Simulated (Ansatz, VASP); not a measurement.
**Two plane-wave programs on Ca3Sn3N2**

```xyz
8
Lattice="3.6572 0.0037 0.0002 0.0038 3.6582 -0.0010 0.0007 -0.0027 13.2919" Properties=species:S:1:pos:R:3 pbc="T T T"
Ca    0.0000    0.0000   -0.0001
Ca    1.8311    1.8284   10.8184
Ca    1.8306    1.8309    2.4722
Sn    0.0005   -0.0026    8.7363
Sn    0.0002   -0.0003    4.5553
Sn    1.8308    1.8298    6.6465
N     0.0006   -0.0026   10.9143
N     0.0001    0.0000    2.3773
```

Change from the starting cell: cell x1, atoms moved at random (sigma 0.1 Å) and cell strained at random (1.5 %), then relaxed without symmetry.

Alike in both runs: functional PBE; k mesh 6 × 6 × 2; occupations gaussian, width 0.2 eV; no spin polarisation.

Ansatz relaxed the structure, and its values are those at the end. VASP's run is a single point on that final structure, the one shown.

|  | VASP | Ansatz |
| --- | --- | --- |
| version | VASP 6.6.1 | Ansatz 0.2.0 |
| potentials or method | VASP PAW PBE potentials, release 64 (Ca_sv, Sn_d, N), cutoff 520 eV | scalar-relativistic, plane waves, PAW |
| valence electrons in the cell | 82 | 82 |

Ansatz gave:

| Quantity | Value |
| --- | --- |
| gap on the k mesh at the Fermi level (eV) | none |
| pressure (GPa) | 0.0 |
| rms of the force components (eV/Å) | 0.004 |

Problem. Which values does VASP return?

Solution. gap on the k mesh at the Fermi level (eV): none; pressure (GPa): 0.1; rms of the force components (eV/Å): 0.010.

A gap of «none» marks a metal or a gap that the smearing closes.
